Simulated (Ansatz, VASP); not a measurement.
**One calculation of AlAs, two programs**

Contents of INCAR:

```
PREC = Accurate
ENCUT = 500
EDIFF = 1E-7
ISMEAR = 0
SIGMA = 0.02
LREAL = F
LASPH = T
NELM = 120
ALGO = Normal
ISIF = 3
LWAVE = F
LCHARG = F
GGA = PE
IBRION = 2
NSW = 100
EDIFFG = -0.002
GGA_COMPAT = F
NELMIN = 4
```

Contents of KPOINTS:

```
Automatic mesh
0
Gamma
  8 8 8
```

The input POSCAR:

```
AlAs
1.0
    0.0000000000      2.8379008000      2.8379008000
    2.8379008000      0.0000000000      2.8379008000
    2.8379008000      2.8379008000      0.0000000000
Al As
1 1
Direct
    0.0000000000      0.0000000000      0.0000000000
    0.2500000000      0.2500000000      0.2500000000
```

Input for Ansatz:

```yaml
crystal:
  lattice:
    - [0.0, 2.8379008, 2.8379008]
    - [2.8379008, 0.0, 2.8379008]
    - [2.8379008, 2.8379008, 0.0]
  atoms:
    - { symbol: Al, position: [0.0, 0.0, 0.0] }
    - { symbol: As, position: [0.25, 0.25, 0.25] }
basis:
  ecutwfc: 420
kpoints:
  mp_grid: { grid: [8, 8, 8] }
hamiltonian:
  xc: pbe
  pseudopotentials: { kind: paw }
scf:
  occupations: { method: gaussian, width: 0.02 }
output:
  forces: true
  stress: true
  eigenvalues: true
  write_density: true
  write_potential: true
  elf: true
  volumetric_format: npy
relax:
  adjacent_minimum: "off"
  f_tol: 0.002
  max_steps: 80
  cell: { stress_tol: 0.02 }
```

Alike in both runs: task relaxation of cell and atoms; functional PBE; k mesh 8 × 8 × 8; occupations gaussian, width 0.02 eV; no spin polarisation.

```csv
,VASP,Ansatz
version,VASP 6.6.1,Ansatz 0.2.0
potentials or method,"VASP PAW PBE potentials, release 64 (Al, As), cutoff 500 eV","scalar-relativistic, plane waves, PAW"
valence electrons in the cell,8,18
```

VASP gave:

```
gap on the k mesh at the Fermi level, each at its own relaxed structure (eV) : 1.50
relaxed volume (Å³/atom)                                                     : 23.55
relaxed cell length with the largest relative difference (Å)                 : 4.054
```

Estimate Ansatz's values.

gap on the k mesh at the Fermi level, each at its own relaxed structure (eV): 1.50; relaxed volume (Å³/atom): 23.49; relaxed cell length with the largest relative difference (Å): 4.050.

VASP's potentials hold 8 valence electrons a cell and Ansatz's 18, so a difference there can come from the potentials and not from the codes.
